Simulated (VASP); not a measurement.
Crystal: KBr.

```
K Br
1.0
     0.08785    3.32835    3.32835
     3.32835    0.08785    3.32835
     3.32835    3.32835    0.08785
K Br
1 1
Direct
  0.00000 0.00000 0.00000
  0.50000 0.50000 0.50000
```

This cell differs from its parent crystal: epitaxial 111 strain -1.9%.

Base run:

- Program: VASP 6.6.1
- Functional: PBE
- Potentials or basis: VASP PAW PBE potentials, release 64 (K_sv, Br)
- Cutoff: 520 eV
- k mesh: 6 × 6 × 6
- Occupations: fermi-dirac, width 0.02 eV
- Spin: no spin polarisation

Its results: band gap on the k mesh 4.43 eV; pressure 1.0 GPa.

The run is repeated on the same cell with these changes: functional from PBE to r2SCAN; occupations from fermi-dirac, width 0.02 eV to gaussian, width 0.01 eV. What comes out?

Band gap on the k mesh 5.08 eV; pressure 0.3 GPa.

Caveats: the PAW data sets were made with another functional, which shifts forces and pressure a little (at least some runs).

